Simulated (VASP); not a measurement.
InP: single point with PBE

InP:

```
In P
1.0
     0.00000    2.93050    2.93050
     2.93050    0.00000    2.93050
     2.93050    2.93050    0.00000
In P
1 1
Cartesian
  0.0000 0.0000 0.0000
  4.3957 4.3957 4.3957
```

```
Program                : VASP 6.6.1
Task                   : single point
Functional             : PBE
Potentials or basis    : VASP PAW PBE potentials, release 64 (In_d, P)
Cutoff                 : 500 eV
k mesh                 : 8 × 8 × 8, shifted
Occupations            : fermi-dirac, width 0.03 eV
Spin                   : no spin polarisation
Dipole correction      : no
Mended                 : yes
Further INCAR settings : ALGO = Normal; EDIFF = 1e-06; NBANDS = 16; ISYM = -1
```

| Item | Value |
| --- | --- |
| Pressure | 3.3 GPa |
| Band gap on the k mesh | 1.24 eV |

Levels at points of the mesh, in eV from the valence-band top:
| k point | band 6 | band 7 | band 8 | band 9 | band 10 | band 11 | band 12 | band 13 |
| --- | --- | --- | --- | --- | --- | --- | --- | --- |
| (0.06, 0.06, 0.06) | -11.42 | -0.56 | 0.00 | 0.00 | 1.24 | 4.15 | 4.22 | 4.22 |

Wall time 3.2 min on 1 thread of AMD EPYC 7R43 64-Core Processor (Zen 3) (shared host), peak memory 0.27 GiB.

Caveat: the cell stands under pressure; spin-orbit coupling is left out, which moves the levels of the heavy elements; a shifted mesh leaves out Γ, where band edges can lie. Expect the measured gap to be larger: semilocal functionals such as PBE lack the derivative discontinuity.
